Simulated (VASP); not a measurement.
# Ag (P6_3/mmc) in VASP: further runs, part 2 of 2

VASP 6.6.1. The steps go on from the part before.

## (4) Single point, PBEsol

This run uses another cell than the first one, of 13.72 Å³/atom.

File INCAR:

```
ALGO     = Fast           # electronic algorithm
EDIFF    = 1E-7           # SCF threshold, eV
ENCUT    = 520            # plane-wave cutoff, eV
GGA      = PS             # functional
ISIF     = 2              # what is computed and relaxed
ISMEAR   = 0              # smearing method
LASPH    = T              # aspherical terms in the spheres
LCHARG   = T              # write CHGCAR
LELF     = T              # ELF
LREAL    = F              # projectors in reciprocal space
LVHAR    = T            
LWAVE    = F              # write WAVECAR
NBANDS   = 30             # bands
NELM     = 100            # most SCF steps
PREC     = Accurate       # precision mode
SIGMA    = 0.1            # smearing width, eV
```

File KPOINTS:

```
k-points
0
Gamma
  18 18 6
```

File POSCAR:

```
Ag
1.0
    2.6866907509      0.0000000000      0.0000000000
   -1.3433453754      2.3267424424      0.0000000000
    0.0000000000      0.0000000000      8.7801522992
Ag
4
Direct
    0.0000000000      0.0000000000      0.0000000000
    0.0000000000      0.0000000000      0.5000000000
    0.3333333333      0.6666666667      0.2500000000
    0.6666666667      0.3333333333      0.7500000000
```

Potentials or basis: VASP PAW PBE potentials, release 64 (Ag).

Started as:

```
$ cat potpaw_PBE.64/Ag/POTCAR > POTCAR
$ mpirun -np 1 vasp_std > vasp.out
```

OUTCAR:

```text
EDIFF = 1E-7
   ENCUT = 520
   GGA = PS
   ISIF = 2
   ISMEAR = 0
   LASPH = T
   LREAL = F
   NELM = 100
   PREC = Accurate

 ion  position               nearest neighbor table
   1  0.000  0.000  0.000-   3 2.69   4 2.69   3 2.69   4 2.69   4 2.69   3 2.69
   2  0.000  0.000  0.500-   3 2.69   4 2.69   3 2.69   4 2.69   4 2.69   3 2.69
   3  0.333  0.667  0.250-   1 2.69   2 2.69   1 2.69   2 2.69   1 2.69   2 2.69
   4  0.667  0.333  0.750-   1 2.69   2 2.69   1 2.69   2 2.69   1 2.69   2 2.69

  LATTYP: Found a hexagonal cell.
 ALAT       =     2.6866907509
 C/A-ratio  =     3.2680174658

  Lattice vectors:

 A1 = (   2.6866907509,   0.0000000000,   0.0000000000)
 A2 = (  -1.3433453754,   2.3267424424,   0.0000000000)
 A3 = (   0.0000000000,   0.0000000000,   8.7801522992)

Analysis of symmetry for initial positions (statically):
=====================================================================
 Subroutine PRICEL returns:
 Original cell was already a primitive cell.

 Routine SETGRP: Setting up the symmetry group for a
 hexagonal supercell.

 Subroutine GETGRP returns: Found 24 space group operations
 (whereof 12 operations were pure point group operations)
 out of a pool of 24 trial point group operations.

The static configuration has the point symmetry D_3d.
 The point group associated with its full space group is D_6h.

Analysis of symmetry for dynamics (positions and initial velocities):
=====================================================================
 Subroutine PRICEL returns:
 Original cell was already a primitive cell.

 Routine SETGRP: Setting up the symmetry group for a
 hexagonal supercell.

[... 122 lines left out ...]
   EMIN   =  10.00;   EMAX   =-10.00  energy-range for DOS
   EFERMI =   0.00;   METHOD = LEGACY
   ISMEAR =     0;   SIGMA  =   0.10  broadening in eV -4-tet -1-fermi 0-gaus
   EFERMI_NEDOS =   21; number of points for ismear=-14 and -15
   IALGO  =     68    algorithm
   IMIX   =      4    mixing-type and parameters
     AMIX     =   0.40;   BMIX     =  1.00
     AMIX_MAG =   1.60;   BMIX_MAG =  1.00
  volume/ion in A,a.u.               =      13.72        92.60
  Fermi-wavevector in a.u.,A,eV,Ry     =   1.520792  2.873879 31.467651  2.312807
  Thomas-Fermi vector in A             =   2.629594
   LORBIT       =      0    0 simple, 1 ext, 2 COOP (PROOUT), +10 PAW based schemes
   GGA     = PS    functional components
   LHFCALC =     F    Hartree Fock is set to
   AEXX    =    0.0000 exact exchange contribution
   IVDW    =     0    specifies the selected vdW correction
   LEPSILON=     F    determine dielectric tensor
   LRPA    =     F    only Hartree local field effects (RPA)
 non-spin polarized calculation
 RMM-DIIS sequential band-by-band and
 Gauss-broadening in eV      SIGMA  =   0.10
  energy-cutoff  :      520.00
  volume of cell :       54.89
 maximum number of plane-waves:      1505
 NGX is ok and might be reduce to    20
   NGX =  9   NGY =  9   NGZ = 33

 number of electron      44.0000003 magnetization

 Free energy of the ion-electron system (eV)
  ---------------------------------------------------
  ext. energy  EPLUGINS =         0.00000000
  ---------------------------------------------------
  free energy    TOTEN  =       -12.05868165 eV

  energy without entropy =      -12.05310917  energy(sigma->0) =      -12.05589541

 E-fermi :  11.6662     XC(G=0): -13.7562

 val. band max:       11.6529541361   @ k =   0.2222   0.1111   0.3333
 cond. band min:      11.6960717168   @ k =   0.0556   0.0556   0.0000
 fundamental gap:      0.0431175807
 Fermi energy:        11.6662043523

 k-point     1 :       0.0000    0.0000    0.0000
  band No.  band energies     occupation
      1       2.0621      2.00000
      2       3.6539      2.00000
      3       3.6913      2.00000
      4       3.7011      2.00000
      5       5.9095      2.00000
      6       5.9095      2.00000
[... 781 lines left out ...]
     29      21.8251      0.00000
     30      23.4838      0.00000

 [... further k-points ...]

------------------------ aborting loop because EDIFF is reached ----------------------------------------

  FORCE on cell =-STRESS in cart. coord.  units (eV):
  Direction    XX          YY          ZZ          XY          YZ          ZX
  --------------------------------------------------------------------------------------
  -------------------------------------------------------------------------------------
  Total       13.4839878     13.4839878     13.4871167      0.0000000      0.0000000      0.0000000
  in kB      393.6052594    393.6052594    393.6965935      0.0000000      0.0000000      0.0000000
  external PRESSURE =     393.6357041 kB  Pullay stress =       0.0000000 kB

 VOLUME and BASIS-vectors are now :
 -----------------------------------------------------------------------------
  energy-cutoff  :      520.00
  volume of cell :       54.89
      direct lattice vectors                 reciprocal lattice vectors
     2.686690751  0.000000000  0.000000000     0.372205100  0.214892715  0.000000000
    -1.343345375  2.326742442  0.000000000     0.000000000  0.429785430  0.000000000
     0.000000000  0.000000000  8.780152299     0.000000000  0.000000000  0.113893241

 POSITION                                       TOTAL-FORCE (eV/Angst)
 -----------------------------------------------------------------------------------
      0.00000      0.00000      0.00000         0.000000      0.000000     -0.000000
      0.00000      0.00000      4.39008         0.000000      0.000000     -0.000000
     -0.00000      1.55116      2.19504         0.000000      0.000000      0.000000
      1.34335      0.77558      6.58511        -0.000000     -0.000000      0.000000
 -----------------------------------------------------------------------------------
    total drift:                                0.000000     -0.000000      0.000000

  FREE ENERGIE OF THE ION-ELECTRON SYSTEM (eV)
  ---------------------------------------------------
  free  energy   TOTEN  =       -12.0586816451 eV

  energy  without entropy=      -12.0531091655  energy(sigma->0) =      -12.05589541
```

OSZICAR:

```text
N       E                     dE             d eps       ncg     rms          rms(c)
DAV:   1     0.317610026615E+03    0.31761E+03   -0.23121E+04  8888   0.151E+03
DAV:   2    -0.606331453454E+01   -0.32367E+03   -0.30820E+03  9276   0.359E+02
DAV:   3    -0.136248766641E+02   -0.75616E+01   -0.75248E+01 10326   0.632E+01
DAV:   4    -0.136573785250E+02   -0.32502E-01   -0.32497E-01  9648   0.400E+00
DAV:   5    -0.136576598461E+02   -0.28132E-03   -0.28132E-03 10212   0.395E-01    0.203E+01
RMM:   6    -0.121873162284E+02    0.14703E+01   -0.33399E+00  8890   0.126E+01    0.114E+01
RMM:   7    -0.120755717782E+02    0.11174E+00   -0.26219E-01  9211   0.354E+00    0.399E+00
RMM:   8    -0.120586526772E+02    0.16919E-01   -0.42077E-02  9329   0.153E+00    0.519E-01
RMM:   9    -0.120586937168E+02   -0.41040E-04   -0.17724E-03  9717   0.287E-01    0.209E-01
RMM:  10    -0.120587136384E+02   -0.19922E-04   -0.30843E-04  9766   0.110E-01    0.201E-01
RMM:  11    -0.120587007584E+02    0.12880E-04   -0.79806E-05  9798   0.488E-02    0.834E-02
RMM:  12    -0.120586826034E+02    0.18155E-04   -0.81562E-05  9568   0.618E-02    0.155E-02
RMM:  13    -0.120586820737E+02    0.52970E-06   -0.94231E-06  9648   0.174E-02    0.143E-02
RMM:  14    -0.120586814294E+02    0.64425E-06   -0.12758E-06  8980   0.704E-03    0.797E-03
RMM:  15    -0.120586816859E+02   -0.25647E-06   -0.31322E-07  7068   0.325E-03    0.155E-03
RMM:  16    -0.120586816451E+02    0.40755E-07   -0.99974E-08  5387   0.202E-03
   1 F= -.12058682E+02 E0= -.12055895E+02  d E =-.557248E-02
```

It took 3.4 min on 1 thread of Intel Xeon Platinum 8259CL at 2.50GHz (Skylake/Cascade Lake), shared host; peak memory 0.29 GiB.

What came out:

```
Free energy            : -12.0587 eV
Pressure               : 39.4 GPa
Band gap on the k mesh : zero (bands 22 and 23 overlap by 7.25 eV)
```

Caveat: the cell stands under pressure; the PAW data sets were made with another functional, which shifts forces and pressure a little.

## (5) Single point, PBEsol

This run uses another cell than the first one, of 14.79 Å³/atom.

File INCAR:

```
PREC = Accurate
ENCUT = 520
EDIFF = 1E-6
ISMEAR = 0
SIGMA = 0.1
LREAL = False
LASPH = True
NELM = 80
ALGO = Fast
ISIF = 2
LWAVE = False
LCHARG = True
GGA = PS
LELF = True
LVHAR = True
NBANDS = 30
```

File KPOINTS:

```
regular mesh
0
Gamma
  18 18 6
```

File POSCAR:

```
Ag
1.0
    2.7547175275      0.0000000000      0.0000000000
   -1.3773587637      2.3856553590      0.0000000000
    0.0000000000      0.0000000000      9.0001257734
Ag
4
Direct
    0.0000000000      0.0000000000      0.0000000000
    0.0000000000      0.0000000000      0.5000000000
    0.3333333333      0.6666666667      0.2500000000
    0.6666666667      0.3333333333      0.7500000000
```

Started as:

```
$ cat potpaw_PBE.64/Ag/POTCAR > POTCAR
$ mpirun -np 1 vasp_std > vasp.out
```

Run time: 2.9 min. Hardware: 1 thread of Intel Xeon Platinum 8259CL at 2.50GHz (Skylake/Cascade Lake), shared host; peak memory 0.3 GiB.

It converged, with:

| Item | Value |
| --- | --- |
| Free energy | -12.8264 eV |
| Pressure | 19.5 GPa |
| Band gap on the k mesh | zero (bands 22 and 23 overlap by 6.97 eV) |

Levels at points of the mesh, in eV from the Fermi level:
```csv
k point,band 19,band 20,band 21,band 22,band 23,band 24,band 25,band 26
"(0.00, 0.00, 0.00)",-3.83,-3.55,-3.55,-3.03,-3.03,-0.85,4.47,12.20
"(0.50, 0.00, 0.00)",-2.78,-2.75,-0.53,0.47,1.23,1.77,5.18,5.25
"(0.00, 0.00, 0.50)",-3.25,-3.25,-3.25,-3.25,-2.94,-2.94,7.39,7.39
"(0.50, 0.00, 0.50)",-2.79,-2.79,0.15,0.15,1.54,1.54,5.50,5.50
```

Caveat: the cell stands under pressure; the PAW data sets were made with another functional, which shifts forces and pressure a little.

## (6) Single point, PBEsol

This run uses another cell than the first one, of 15.56 Å³/atom.

File INCAR:

```
SYSTEM = Ag
PREC = Accurate
ENCUT = 520
EDIFF = 1E-6
ISMEAR = 0
SIGMA = 0.1
LREAL = .False.
LASPH = .True.
NELM = 100
ALGO = Fast
ISIF = 2
LWAVE = .False.
LCHARG = .False.
GGA = PS
NBANDS = 30
```

File KPOINTS:

```
Automatic mesh
0
Gamma
  18 18 6
  0 0 0
```

File POSCAR:

```
Ag
1.0
    2.8016910093      0.0000000000      0.0000000000
   -1.4008455047      2.4263355876      0.0000000000
    0.0000000000      0.0000000000      9.1535263544
Ag
4
Direct
    0.0000000000      0.0000000000      0.0000000000
    0.0000000000      0.0000000000      0.5000000000
    0.3333333333      0.6666666667      0.2500000000
    0.6666666667      0.3333333333      0.7500000000
```

Potentials or basis: VASP PAW PBE potentials, release 64 (Ag).

Started as:

```
$ cat potpaw_PBE.64/Ag/POTCAR > POTCAR
$ mpirun -np 1 vasp_std > vasp.out
```

Run time: 3.2 min. Hardware: 1 thread of Intel Xeon Platinum 8259CL at 2.50GHz (Skylake/Cascade Lake), shared host; peak memory 0.33 GiB.

The run converged. Its results:

| Item | Value |
| --- | --- |
| Free energy | -13.1042 eV |
| Pressure | 9.6 GPa |
| Band gap on the k mesh | zero (bands 22 and 23 overlap by 6.79 eV) |

Levels at points of the mesh, in eV from the Fermi level:
| k point | band 18 | band 19 | band 20 | band 21 | band 22 | band 23 | band 24 | band 25 | band 26 | band 27 |
| --- | --- | --- | --- | --- | --- | --- | --- | --- | --- | --- |
| (0.00, 0.00, 0.00) | -3.72 | -3.72 | -3.46 | -3.46 | -2.99 | -2.99 | -0.69 | 4.15 | 11.83 | 11.88 |
| (0.50, 0.00, 0.00) | -2.76 | -2.76 | -2.73 | -0.40 | 0.57 | 1.16 | 1.70 | 4.87 | 4.94 | 7.91 |
| (0.00, 0.00, 0.50) | -3.92 | -3.18 | -3.18 | -3.18 | -3.18 | -2.76 | -2.76 | 7.06 | 7.06 | 15.69 |
| (0.50, 0.00, 0.50) | -2.90 | -2.77 | -2.77 | 0.18 | 0.18 | 1.50 | 1.50 | 5.23 | 5.23 | 7.02 |

Caveat: the cell stands under pressure; the PAW data sets were made with another functional, which shifts forces and pressure a little.

## (7) Overview

| cell | k mesh | further INCAR settings | gap on the mesh (eV) | pressure (GPa) |
| --- | --- | --- | --- | --- |
| a = 2.867, b = 2.867, c = 9.365 Å, angles 90.0, 90.0, 120.0°, 4 atoms | 18 × 18 × 6 | ALGO = Fast; EDIFF = 1e-06; NBANDS = 30 | none | -0.3 |
| a = 2.867, b = 2.867, c = 9.365 Å, angles 90.0, 90.0, 120.0°, 4 atoms | 24 × 24 × 6 | ALGO = Fast; EDIFF = 1e-07; NBANDS = 30 | none | -0.3 |
| a = 2.687, b = 2.687, c = 8.780 Å, angles 90.0, 90.0, 120.0°, 4 atoms | 18 × 18 × 6 | ALGO = Fast; EDIFF = 1e-07; NBANDS = 30 | none | 39.4 |
| a = 2.755, b = 2.755, c = 9.000 Å, angles 90.0, 90.0, 120.0°, 4 atoms | 18 × 18 × 6 | ALGO = Fast; EDIFF = 1e-06; NBANDS = 30 | none | 19.5 |
| a = 2.802, b = 2.802, c = 9.154 Å, angles 90.0, 90.0, 120.0°, 4 atoms | 18 × 18 × 6 | ALGO = Fast; EDIFF = 1e-06; NBANDS = 30 | none | 9.6 |

Alike in all rows: task single point; level PBEsol; potentials or basis VASP PAW PBE potentials, release 64 (Ag); no spin polarisation; cutoff (eV) 520; smearing gaussian 0.1 eV.

Caveats: the PAW data sets were made with another functional, which shifts forces and pressure a little; the cell stands under pressure (at least some runs).

Absolute energies hang on the potentials; compare differences alone.
